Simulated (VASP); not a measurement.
A run of VASP 6.6.1 is set up as follows.

The input INCAR:

```
SYSTEM = TiO2
PREC = Accurate
ENCUT = 520
EDIFF = 1E-7
ISMEAR = 0
SIGMA = 0.05
LREAL = .FALSE.
LASPH = .TRUE.
NELM = 150
ALGO = Normal
ISIF = 2
LWAVE = .FALSE.
LCHARG = .TRUE.
LMAXMIX = 4
LDAU = .TRUE.
LDAUTYPE = 2
LDAUL = 2 -1
LDAUU = 4 0
LDAUJ = 0 0
LDAUPRINT = 1
GGA = PE
LELF = .TRUE.
LVHAR = .TRUE.
NBANDS = 33
```

File KPOINTS:

```
Automatic mesh
0
G
  6 6 6
  0 0 0
```

The input POSCAR:

```
TiO2
1.0
    2.6252399294     -2.6253128814     -0.0195896425
    2.6252399294      2.6253128814     -0.0195896425
   -2.5896256811      0.0000000000      4.7752202290
Ti O
2 4
Direct
    0.1250069486      0.8749930514      0.2500000000
    0.8749930514      0.1250069486      0.7500000000
    0.3302226688      0.0802459441      0.6604550595
    0.6697773312      0.9197540559      0.3395449405
    0.9197540559      0.6697773312      0.8395449405
    0.0802459441      0.3302226688      0.1604550595
```

Potentials or basis: VASP PAW PBE potentials, release 64 (Ti_sv, O).

Launch:

```bash
$ cat potpaw_PBE.64/Ti_sv/POTCAR potpaw_PBE.64/O/POTCAR > POTCAR
$ mpirun -np 1 vasp_std > vasp.out
```

(1) What does it give for the pressure?

(2) What does it give for the band gap on the k mesh?

## Answers

(1) 25.5 GPa.

(2) 2.96 eV (least direct gap 3.21 eV).

Caveat: the cell stands under pressure.
